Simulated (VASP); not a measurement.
Here is a VASP 6.6.1 calculation.

INCAR

```
SYSTEM = Mg
ALGO = Normal
EDIFF = 1E-6
ENCUT = 520
GGA = PS
ISIF = 2
ISMEAR = -1
LASPH = .True.
LCHARG = .False.
LREAL = .False.
LWAVE = .False.
NBANDS = 12
NELM = 80
PREC = Accurate
SIGMA = 0.1
```

The input KPOINTS:

```
k-points
0
Gamma
  13 13 4
  0 0 0
```

The input POSCAR:

```
Mg
1.0
    3.2589206127      0.0000000000      0.0000000000
   -1.6294603063      2.8223080395      0.0000000000
    0.0000000000      0.0000000000     10.5990937332
Mg
4
Direct
    0.0000000000      1.0000000000      0.0000000000
    0.0000000000      0.0000000000      0.5000000000
    0.3333333333      0.6666666667      0.2500000000
    0.6666666667      0.3333333333      0.7500000000
```

Potentials or basis: VASP PAW PBE potentials, release 64 (Mg).

Run with:

```bash
$ cat potpaw_PBE.64/Mg/POTCAR > POTCAR
$ mpirun -np 1 vasp_std > vasp.out
```

Problem. Estimate the band gap on the k mesh.

Solution. Zero (bands 4 and 5 overlap by 2.42 eV).

Problem. What does it give for the pressure?

Solution. -2.4 GPa.

Caveat: the PAW data sets were made with another functional, which shifts forces and pressure a little.
